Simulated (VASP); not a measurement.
Wanted: the native input for a VASP 6.6.1 run.

- Task: relaxation of cell and atoms
- Functional: PBE
- Potentials or basis: VASP PAW PBE potentials, release 64 (Zn, Se)
- Cutoff: 500 eV
- k mesh: 12 × 12 × 12
- Occupations: gaussian, width 0.1 eV
- Spin: no spin polarisation
- Dipole correction: no
- Further INCAR settings: ALGO = Normal; EDIFF = 1e-07; IBRION = 2; EDIFFG = -0.01; NSW = 100; ISIF = 3

The structure of ZnSe3 lies in POSCAR:

```
ZnSe3
1.0
    4.3209656910      0.0000000000      0.0000000000
    0.0000000000      4.3209656910      0.0000000000
    0.0000000000      0.0000000000      4.3209656910
Zn Se
1 3
Direct
    0.0000000000      0.0000000000      0.0000000000
    0.5000000000      0.0000000000      0.5000000000
    0.0000000000      0.5000000000      0.5000000000
    0.5000000000      0.5000000000      0.0000000000
```

These files were run (other wordings do the same):

INCAR

```
SYSTEM = ZnSe3
  PREC = Accurate
  ENCUT = 500
  EDIFF = 1E-7
  ISMEAR = 0
  SIGMA = 0.1
  LREAL = .FALSE.
  LASPH = .TRUE.
  NELM = 120
  ALGO = Normal
  ISIF = 3
  LWAVE = .FALSE.
  LCHARG = .FALSE.
  GGA = PE
  IBRION = 2
  NSW = 100
  EDIFFG = -0.01
  GGA_COMPAT = .FALSE.
  NELMIN = 4
```

KPOINTS

```
regular mesh
0
G
  12 12 12
  0 0 0
```

Potentials or basis: VASP PAW PBE potentials, release 64 (Zn, Se).

The run is started by

```sh
$ cat potpaw_PBE.64/Zn/POTCAR potpaw_PBE.64/Se/POTCAR > POTCAR
$ mpirun -np 1 vasp_std > vasp.out
```

Results of the run:

- Relaxed volume: 20.28 Å³/atom
- Relaxed cell: a = 4.329 Å, b = 4.329 Å, c = 4.329 Å, α = 90.00°, β = 90.00°, γ = 90.00°
- Space group after relaxing (to 0.1 Å): Pm-3m (No. 221)
- Energy gained by relaxing: 0.1 meV/atom
- Ionic steps: 2
- Pressure after relaxing: 0.0 GPa
- Band gap on the k mesh: zero (bands 15 and 16 overlap by 2.12 eV)

It took 2.8 min on 1 thread of Intel Xeon 8259CL, with other jobs on the host, peak memory 0.26 GiB.
